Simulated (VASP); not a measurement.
Runs of VASP 6.6.1 on Fe. The structure is that of space group Fm-3m (No. 225), or close to it. The cells are those of the table. This isn't the form of Fe at room conditions, which is bcc.

```tsv
cell	k mesh	gap on the mesh (eV)	pressure (GPa)	moment (μB)
a = 2.583 Å, angles 60.0°, 1 atom	24 × 24 × 24	none	(a)	(b)
a = 2.682 Å, angles 60.0°, 1 atom	17 × 17 × 17	none	-15.4	2.92
a = 2.475 Å, angles 60.0°, 1 atom	17 × 17 × 17	none	(c)	2.67
a = 2.617 Å, angles 60.0°, 1 atom	17 × 17 × 17	none	-6.4	2.87
a = 2.548 Å, angles 60.0°, 1 atom	17 × 17 × 17	none	5.9	2.76
a = 2.583 Å, angles 60.0°, 1 atom	17 × 17 × 17	none	-0.7	2.83
a = 2.650 Å, angles 60.0°, 1 atom	17 × 17 × 17	none	(d)	2.90
```

Alike in all rows: task single point; level r2SCAN; potentials or basis VASP PAW PBE potentials, release 64 (Fe); spin collinear, ferromagnetic start; cutoff (eV) 520; smearing fermi-dirac 0.05 eV.

Task: Fill in the values left out.

Result: (a) -1.0; (b) 2.81; (c) 27.2; (d) -11.3.

Caveats: the PAW data sets were made with another functional, which shifts forces and pressure a little; the cell stands under tension (at least some runs); the cell stands under pressure (at least some runs).

A gap of «none» marks levels without a gap at the run's occupations.
